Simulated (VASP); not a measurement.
## BaHg: single point with LDA

Crystal: BaHg.

```
Ba Hg
1.0
     4.30449    0.00000    0.00000
    -2.15224    3.72779    0.00000
     0.00000    0.00000   10.65163
Ba Hg
2 2
Direct
  0.33333 0.66667 0.03416
  0.66667 0.33333 0.53416
  0.33333 0.66667 0.34084
  0.66667 0.33333 0.84084
```

```json
{
  "Program": "VASP 6.6.1",
  "Task": "single point",
  "Functional": "LDA",
  "Potentials or basis": "VASP PAW LDA potentials, release 64 (Ba_sv, Hg_sv_GW)",
  "Cutoff": "550 eV",
  "k mesh": "6 × 6 × 2",
  "Occupations": "gaussian, width 0.1 eV",
  "Spin": "no spin polarisation"
}
```

```yaml
Pressure: 0.2 GPa
Largest_force: 0.047 eV/Å
Band_gap_on_the_k_mesh: zero (bands 30 and 31 overlap by 0.09 eV)
```

Forces on the atoms (eV/Å):
```
Ba   0.000  0.000  0.047
Ba   0.000  0.000  0.047
Hg   0.000  0.000 -0.047
Hg   0.000  0.000 -0.047
```

Stress tensor (GPa, compression positive):
```
0.09 0.00 0.00
0.00 0.09 0.00
0.00 0.00 0.39
```

Levels at points of the mesh, in eV from the Fermi level:
| k point | band 28 | band 29 | band 30 | band 31 | band 32 | band 33 |
| --- | --- | --- | --- | --- | --- | --- |
| (0.00, 0.00, 0.00) | -4.86 | -1.78 | -0.73 | 1.72 | 1.72 | 1.84 |
| (0.50, 0.00, 0.00) | -4.05 | -1.17 | -0.95 | 0.15 | 0.48 | 1.50 |
| (0.00, 0.00, 0.50) | -5.40 | -1.20 | -1.20 | 1.78 | 1.78 | 1.78 |
| (0.50, 0.00, 0.50) | -4.24 | -0.91 | -0.91 | 0.21 | 0.21 | 1.60 |

Wall time 50 s on 1 thread of Intel(R) Xeon(R) 6975P-C (Granite Rapids), with other jobs on the host, peak memory 0.3 GiB.

Caveat: spin-orbit coupling is left out, which moves the levels of the heavy elements.
